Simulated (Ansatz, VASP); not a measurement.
# One calculation of PbS, two programs

```xyz
2
Lattice="0.0000 2.9650 3.0243 2.9650 0.0000 3.0243 2.9650 2.9650 0.0000" Properties=species:S:1:pos:R:3 pbc="T T T"
Pb    0.0000    0.0000    0.0000
S     2.9650    2.9650    3.0243
```

Change from the starting cell: zz strain of +2 %.

Alike in both runs: task single point; functional LDA; k mesh 8 × 8 × 8; occupations fermi-dirac, width 0.01 eV; no spin polarisation.

```csv
,VASP,Ansatz
version,VASP 6.6.1,Ansatz 0.2.0
potentials or method,"VASP PAW LDA potentials, release 64 (Pb_d, S), cutoff 520 eV","all-electron LAPW, scalar-relativistic"
```

Ansatz gave:

| Property | Result |
| --- | --- |
| pressure (GPa) | -3.5 |
| traceless stress, the component that is largest in VASP (GPa) | -1.37 |

Problem. Which values does VASP return?

Solution. Pressure (GPa): -3.5; traceless stress, the component that is largest in VASP (GPa): -1.38.

LDA's correlation is that of Perdew and Zunger in VASP and of Perdew and Wang (1992) in Ansatz. Ansatz ran all-electron here, and VASP with PAW potentials.

Spin-orbit coupling is off throughout.
